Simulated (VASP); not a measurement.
# Pt (Im-3m) in VASP: a series of runs

Runs on Pt. Level: revPBE. Tasks: relaxation of cell and atoms.

All numbers are computed with VASP 6.6.1; they aren't measurements. Logs are shortened: lines on timing, memory, paths and dates and some standing lists are left out, and cuts for length are marked.

## (1) The cell of the first run

It takes space group Im-3m (No. 229, cubic). Conventional cell: a = 3.110 Å, b = 3.110 Å, c = 3.110 Å, α = 90.00°, β = 90.00°, γ = 90.00°. Pt (site symmetry m-3m) has 14 Pt at 2.69 to 3.11 Å within 3.6 Å.

This isn't the form of Pt at room conditions, which is fcc.

## (2) Relaxation of cell and atoms, revPBE, target pressure 10 GPa, at which the enthalpy is minimised

Input file INCAR:

```
SYSTEM = Pt
PREC = Accurate ; ENCUT = 500
EDIFF = 1E-7 ; ISMEAR = 0
SIGMA = 0.1 ; LREAL = .False.
LASPH = .True. ; NELM = 120
ALGO = Normal ; ISIF = 3
LWAVE = .False. ; LCHARG = .False.
GGA = RE ; IBRION = 2
NSW = 80 ; EDIFFG = -0.03
PSTRESS = 100.0 ; GGA_COMPAT = .False.
NELMIN = 4
```

Input file KPOINTS:

```
regular mesh
0
Gamma
  8 8 8
  0 0 0
```

Input file POSCAR:

```
Pt
1.0
   -1.5550000000      1.5550000000      1.5550000000
    1.5550000000     -1.5550000000      1.5550000000
    1.5550000000      1.5550000000     -1.5550000000
Pt
1
Direct
    0.0000000000      0.0000000000      0.0000000000
```

Potentials or basis: VASP PAW PBE potentials, release 64 (Pt).

Launch:

```console
cat potpaw_PBE.64/Pt/POTCAR > POTCAR
mpirun -np 1 vasp_std > vasp.out
```

OUTCAR:

```text
SYSTEM = Pt
   PREC = Accurate
   ENCUT = 500
   EDIFF = 1E-7
   ISMEAR = 0
   LREAL = .False.
   LASPH = .True.
   NELM = 120
   ISIF = 3
   GGA = RE
   IBRION = 2
   NSW = 80
   EDIFFG = -0.03
   PSTRESS = 100.0
   NELMIN = 4

 ion  position               nearest neighbor table
   1  0.000  0.000  0.000-

  LATTYP: Found a body centered cubic cell.
 ALAT       =     3.1100000000

  Lattice vectors:

 A1 = (  -1.5550000000,   1.5550000000,   1.5550000000)
 A2 = (   1.5550000000,  -1.5550000000,   1.5550000000)
 A3 = (   1.5550000000,   1.5550000000,  -1.5550000000)

Analysis of symmetry for initial positions (statically):
=====================================================================
 Subroutine PRICEL returns:
 Original cell was already a primitive cell.

 Routine SETGRP: Setting up the symmetry group for a
 body centered cubic supercell.

 Subroutine GETGRP returns: Found 48 space group operations
 (whereof 48 operations were pure point group operations)
 out of a pool of 48 trial point group operations.

The static configuration has the point symmetry O_h .

Analysis of symmetry for dynamics (positions and initial velocities):
=====================================================================
 Subroutine PRICEL returns:
 Original cell was already a primitive cell.

 Routine SETGRP: Setting up the symmetry group for a
 body centered cubic supercell.

 Subroutine GETGRP returns: Found 48 space group operations
 (whereof 48 operations were pure point group operations)
 out of a pool of 48 trial point group operations.

The dynamic configuration has the point symmetry O_h .

 Subroutine INISYM returns: Found 48 space group operations
 (whereof 48 operations are pure point group operations),
 and found     1 'primitive' translations

----------------------------------------------------------------------------------------

                                     Primitive cell

  volume of cell :      15.0401

  direct lattice vectors                    reciprocal lattice vectors
    -1.555000000  1.555000000  1.555000000     0.000000000  0.321543408  0.321543408
     1.555000000 -1.555000000  1.555000000     0.321543408  0.000000000  0.321543408
     1.555000000  1.555000000 -1.555000000     0.321543408  0.321543408  0.000000000

  length of vectors
     2.693339006  2.693339006  2.693339006     0.454731049  0.454731049  0.454731049

  position of ions in fractional coordinates (direct lattice)
     0.000000000  0.000000000  0.000000000

  ion indices of the primitive-cell ions
   primitive index   ion index
                 1           1

----------------------------------------------------------------------------------------

 KPOINTS: regular mesh

Automatic generation of k-mesh.
 Grid dimensions read from file:
 generate k-points for:    8    8    8

 Generating k-lattice:

  Cartesian coordinates                     Fractional coordinates (reciprocal lattice)
     0.000000000  0.040192926  0.040192926     0.125000000  0.000000000  0.000000000
     0.040192926  0.000000000  0.040192926     0.000000000  0.125000000  0.000000000
     0.040192926  0.040192926  0.000000000     0.000000000  0.000000000  0.125000000

  Length of vectors
     0.056841381  0.056841381  0.056841381

  Shift w.r.t. Gamma in fractional coordinates (k-lattice)
     0.000000000  0.000000000  0.000000000

 Subroutine IBZKPT returns following result:
 ===========================================

 Found     29 irreducible k-points:

 Following reciprocal coordinates:
            Coordinates               Weight
  0.000000  0.000000  0.000000      1.000000
  0.125000  0.000000  0.000000     12.000000
  0.250000  0.000000  0.000000     12.000000
  0.375000  0.000000  0.000000     12.000000
  0.500000  0.000000  0.000000      6.000000
  0.125000  0.125000  0.000000     24.000000
[... 16 lines left out ...]
 -0.250000  0.250000  0.250000      6.000000
 -0.375000  0.375000  0.250000     24.000000
 [... further k-points ...]
   k-points           NKPTS =     29   k-points in BZ     NKDIM =     29   number of bands    NBANDS=      9
   number of dos      NEDOS =    301   number of ions     NIONS =      1
   total plane-waves  NPLWV =   8000
   dimension x,y,z NGX =    20 NGY =   20 NGZ =   20
   dimension x,y,z NGXF=    40 NGYF=   40 NGZF=   40
   ions per type =               1
   NGX,Y,Z   is equivalent  to a cutoff of  12.34, 12.34, 12.34 a.u.
   NGXF,Y,Z  is equivalent  to a cutoff of  24.69, 24.69, 24.69 a.u.
 SYSTEM =  Pt
   PREC   = accura    normal or accurate (medium, high low for compatibility)
   ISTART =      0    job   : 0-new  1-cont  2-samecut
   ICHARG =      2    charge: 1-file 2-atom 10-const
   ISPIN  =      1    spin polarized calculation?
   LNONCOLLINEAR =      F non collinear calculations
   LSORBIT =      F    spin-orbit coupling
   LASPH  =      T    aspherical Exc in radial PAW
   ENCUT  =  500.0 eV  36.75 Ry    6.06 a.u.   4.91  4.91  4.91*2*pi/ulx,y,z
   NELM   =    120;   NELMIN=  4; NELMDL= -5     # of ELM steps
   EDIFF  = 0.1E-06   stopping-criterion for ELM
   LREAL  =      F    real-space projection
   EDIFFG = -.3E-01   stopping-criterion for IOM
   NSW    =     80    number of steps for IOM
   IBRION =      2    ionic relax: 0-MD 1-quasi-New 2-CG
   NFREE  =      1    steps in history (QN), initial steepest desc. (CG)
   ISIF   =      3    stress and relaxation
   ISYM   =      2    0-nonsym 1-usesym 2-fastsym
   POTIM  = 0.5000    time-step for ionic-motion
   TEBEG  =    0.0;   TEEND  =   0.0 temperature during run
   PSTRESS=  100.0 pullay stress
   NELECT =      10.0000    total number of electrons
   NUPDOWN=      -1.0000    fix difference up-down
   EMIN   =  10.00;   EMAX   =-10.00  energy-range for DOS
   EFERMI =   0.00;   METHOD = LEGACY
   ISMEAR =     0;   SIGMA  =   0.10  broadening in eV -4-tet -1-fermi 0-gaus
   EFERMI_NEDOS =   21; number of points for ismear=-14 and -15
   IALGO  =     38    algorithm
   IMIX   =      4    mixing-type and parameters
     AMIX     =   0.40;   BMIX     =  1.00
     AMIX_MAG =   1.60;   BMIX_MAG =  1.00
  volume/ion in A,a.u.               =      15.04       101.50
  Fermi-wavevector in a.u.,A,eV,Ry     =   1.428865  2.700163 27.778394  2.041654
  Thomas-Fermi vector in A             =   2.548880
   LORBIT       =      0    0 simple, 1 ext, 2 COOP (PROOUT), +10 PAW based schemes
   GGA     = RE    functional components
   LHFCALC =     F    Hartree Fock is set to
   AEXX    =    0.0000 exact exchange contribution
   IVDW    =     0    specifies the selected vdW correction
   LEPSILON=     F    determine dielectric tensor
   LRPA    =     F    only Hartree local field effects (RPA)
 conjugate gradient relaxation of ions
 non-spin polarized calculation
 Gauss-broadening in eV      SIGMA  =   0.10
  energy-cutoff  :      500.00
  volume of cell :       15.04
 maximum number of plane-waves:       392
   NGX =  9   NGY =  9   NGZ =  9

--------------------------------------- Ionic step        1  -------------------------------------------

 number of electron      10.0000000 magnetization

 number of electron       9.9999999 magnetization

 Free energy of the ion-electron system (eV)
  ---------------------------------------------------
  ext. energy  EPLUGINS =         0.00000000
  ---------------------------------------------------
  free energy    TOTEN  =        -5.37109294 eV

  energy without entropy =       -5.35524875  energy(sigma->0) =       -5.36317085

------------------------ aborting loop because EDIFF is reached ----------------------------------------

  FORCE on cell =-STRESS in cart. coord.  units (eV):
  Direction    XX          YY          ZZ          XY          YZ          ZX
  --------------------------------------------------------------------------------------
  -------------------------------------------------------------------------------------
  Total        1.7035648      1.7035648      1.7035648      0.0000000      0.0000000      0.0000000
  in kB      181.4755328    181.4755328    181.4755328      0.0000000      0.0000000      0.0000000
  external PRESSURE =      81.4755328 kB  Pullay stress =     100.0000000 kB
[... 22 lines left out ...]
  enthalpy is  TOTEN    =        -4.4323631788 eV   P V=        0.9387297659

--------------------------------------- Ionic step        2  -------------------------------------------

 number of electron      10.0000003 magnetization

 E-fermi :   9.3012     XC(G=0): -12.8016

 val. band max:        9.2867572555   @ k =  -0.2500   0.2500   0.2500
 cond. band min:       9.3080069738   @ k =  -0.3750   0.5000   0.1250
 fundamental gap:      0.0212497182
 Fermi energy:         9.3011532854

 k-point     1 :       0.0000    0.0000    0.0000
  band No.  band energies     occupation
      1       0.3669      2.00000
      2       6.0929      2.00000
      3       6.0929      2.00000
      4       6.0929      2.00000
      5       8.3507      2.00000
      6       8.3507      2.00000
      7      26.3232      0.00000
      8      26.3232      0.00000
      9      26.3232      0.00000
[... 310 lines left out ...]
  enthalpy is  TOTEN    =        -4.3636284633 eV   P V=        1.0465218252

--------------------------------------- Ionic step        3  -------------------------------------------

 number of electron       9.9999997 magnetization

 Free energy of the ion-electron system (eV)
  ---------------------------------------------------
  ext. energy  EPLUGINS =         0.00000000
  ---------------------------------------------------
  free energy    TOTEN  =        -5.40911752 eV

  energy without entropy =       -5.39348137  energy(sigma->0) =       -5.40129944

 E-fermi :  10.7007     XC(G=0): -13.2797

 val. band max:       10.6876984087   @ k =  -0.3750   0.3750   0.1250
 cond. band min:      10.7122449355   @ k =  -0.3750   0.5000   0.1250
 fundamental gap:      0.0245465268
 Fermi energy:        10.7006919296

 k-point     1 :       0.0000    0.0000    0.0000
  band No.  band energies     occupation
      1       0.9423      2.00000
      2       7.0654      2.00000
      3       7.0654      2.00000
      4       7.0654      2.00000
      5       9.6105      2.00000
      6       9.6105      2.00000
      7      27.7046      0.00000
      8      27.7046      0.00000
      9      27.7046      0.00000
[... 304 lines left out ...]
  FREE ENERGIE OF THE ION-ELECTRON SYSTEM (eV)
  ---------------------------------------------------
  free  energy   TOTEN  =        -5.4091175166 eV

  energy  without entropy=       -5.3934813667  energy(sigma->0) =       -5.40129944

  enthalpy is  TOTEN    =        -4.4429320683 eV   P V=        0.9661854482

 reached required accuracy - stopping structural energy minimisation
```

Run time: 5 s. Hardware: 1 thread of Intel Xeon 6975P-C (Granite Rapids), shared host; peak memory 0.13 GiB.

Results:

| Item | Value |
| --- | --- |
| Free energy | -5.4091 eV |
| Relaxed volume | 15.48 Å³/atom |
| Relaxed cell | a = 2.719 Å, b = 2.719 Å, c = 2.719 Å, α = 109.47°, β = 109.47°, γ = 109.47° |
| Space group after relaxing (to 0.1 Å) | Im-3m (No. 229) |
| Energy change on relaxing (the run minimises the enthalpy) | -38.0 meV/atom |
| Ionic steps | 3 |
| Pressure after relaxing | 9.8 GPa |
| Band gap on the k mesh | zero (bands 5 and 6 overlap by 2.05 eV) |

The path:
```tsv
step	energy change (eV)	largest force (eV/Å)	pressure (GPa)	volume (Å³)
1	0.0000	0.0000	18.15	15.04
2	-0.0391	0.0000	-7.99	16.77
3	-0.0380	0.0000	9.79	15.48
```

Final structure:
```xyz
1
Lattice="-1.5700 1.5700 1.5700 1.5700 -1.5700 1.5700 1.5700 1.5700 -1.5700" Properties=species:S:1:pos:R:3 pbc="T T T"
Pt    0.0000    0.0000    0.0000
```

Levels at points of the mesh, in eV from the Fermi level:
```tsv
k point	band 1	band 2	band 3	band 4	band 5	band 6	band 7	band 8	band 9
(0.00, 0.00, 0.00)	-9.76	-3.64	-3.64	-3.64	-1.09	-1.09	17.00	17.00	17.00
(0.50, 0.00, 0.00)	-6.81	-5.11	-1.27	-0.75	0.15	1.04	6.43	13.19	15.99
(0.50, 0.50, 0.50)	-6.33	-6.33	0.50	0.50	0.50	7.66	7.66	7.66	13.06
```

Caveat: the cell is relaxed towards a set pressure, so the run minimises the enthalpy, not the energy; the PAW data sets were made with another functional, which shifts forces and pressure a little; spin-orbit coupling is left out, which moves the levels of the heavy elements.

## (3) Relaxation of cell and atoms, revPBE, target pressure 20 GPa, at which the enthalpy is minimised

Input file INCAR:

```
  ALGO = Normal
  EDIFF = 1E-7
  EDIFFG = -0.03
  ENCUT = 500
  GGA = RE
  GGA_COMPAT = False
  IBRION = 2
  ISIF = 3
  ISMEAR = 0
  LASPH = True
  LCHARG = False
  LREAL = False
  LWAVE = False
  NELM = 120
  NELMIN = 4
  NSW = 80
  PREC = Accurate
  PSTRESS = 200.0
  SIGMA = 0.1
```

Input file KPOINTS:

```
k-points
0
Gamma
  8 8 8
```

POSCAR is that of step 2.

Potentials or basis: VASP PAW PBE potentials, release 64 (Pt).

Launch:

```console
cat potpaw_PBE.64/Pt/POTCAR > POTCAR
mpirun -np 1 vasp_std > vasp.out
```

It took 4.9 s on 1 thread of Intel Xeon 6975P-C (Granite Rapids), shared host; peak memory 0.13 GiB.

It converged, with:

- Free energy: -5.3604 eV
- Relaxed volume: 14.95 Å³/atom
- Relaxed cell: a = 2.688 Å, b = 2.688 Å, c = 2.688 Å, α = 109.47°, β = 109.47°, γ = 109.47°
- Space group after relaxing (to 0.1 Å): Im-3m (No. 229)
- Energy change on relaxing (the run minimises the enthalpy): +10.7 meV/atom
- Ionic steps: 3
- Pressure after relaxing: 20.0 GPa
- Band gap on the k mesh: zero (bands 5 and 6 overlap by 2.19 eV)

Step by step:
```
step  energy change (eV)  largest force (eV/Å)  pressure (GPa)  volume (Å³)
   1              0.0000                0.0000           18.15        15.04
   2              0.0519                0.0000           26.36        14.66
   3              0.0107                0.0000           20.00        14.95
```

Final structure:
```cif
data_structure
_symmetry_space_group_name_H-M 'P 1'
_symmetry_Int_Tables_number 1
_cell_length_a 2.6880
_cell_length_b 2.6880
_cell_length_c 2.6880
_cell_angle_alpha 109.471
_cell_angle_beta 109.471
_cell_angle_gamma 109.471
_cell_volume 14.95
loop_
_atom_site_label
_atom_site_type_symbol
_atom_site_fract_x
_atom_site_fract_y
_atom_site_fract_z
_atom_site_occupancy
Pt1 Pt 0.00000 0.00000 0.00000 1
```

Levels at points of the mesh, in eV from the Fermi level:
```csv
k point,band 2,band 3,band 4,band 5,band 6,band 7,band 8,band 9
"(0.00, 0.00, 0.00)",-3.83,-3.83,-3.83,-1.15,-1.15,16.99,16.99,16.99
"(0.50, 0.00, 0.00)",-5.39,-1.33,-0.79,0.04,1.12,6.75,13.19,16.29
"(0.50, 0.50, 0.50)",-6.70,0.54,0.54,0.54,7.75,7.75,7.75,13.59
```

Caveat: the cell is relaxed towards a set pressure, so the run minimises the enthalpy, not the energy; the PAW data sets were made with another functional, which shifts forces and pressure a little; spin-orbit coupling is left out, which moves the levels of the heavy elements.
